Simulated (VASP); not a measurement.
Runs of VASP 6.6.1 on Cd4SeS3. The structure is that of space group P-43m (No. 215), or close to it. The cells are those of the table. 

```csv
cell,k mesh,smearing,gap on the mesh (eV),pressure (GPa),largest force (eV/Å)
"a = 5.807 Å, 8 atoms",6 × 6 × 6,gaussian 0.02 eV,1.07,6.5,0.01
"a = 6.001, b = 5.974, c = 6.014 Å, 8 atoms",2 × 2 × 2,gaussian 0.1 eV,(c),0.3,0.02
"a = 5.992 Å, 8 atoms",2 × 2 × 2,gaussian 0.1 eV,0.86,0.4,0.01
"a = 5.870 Å, 8 atoms",6 × 6 × 6,gaussian 0.02 eV,1.01,(a),-
"a = 5.992 Å, 8 atoms",4 × 4 × 4,gaussian 0.1 eV,(b),0.3,0.02
```

Alike in all rows: task single point; level PBE; potentials or basis VASP PAW PBE potentials, release 64 (Cd, Se, S); no spin polarisation; cutoff (eV) 520.

Q: Fill in the values left out.

A: (a) 4.1; (b) 0.87; (c) 0.84.

Caveats: some runs use coarse meshes.

A k mesh can miss the band edges, and the runs leave out spin-orbit coupling on Cd, Se.
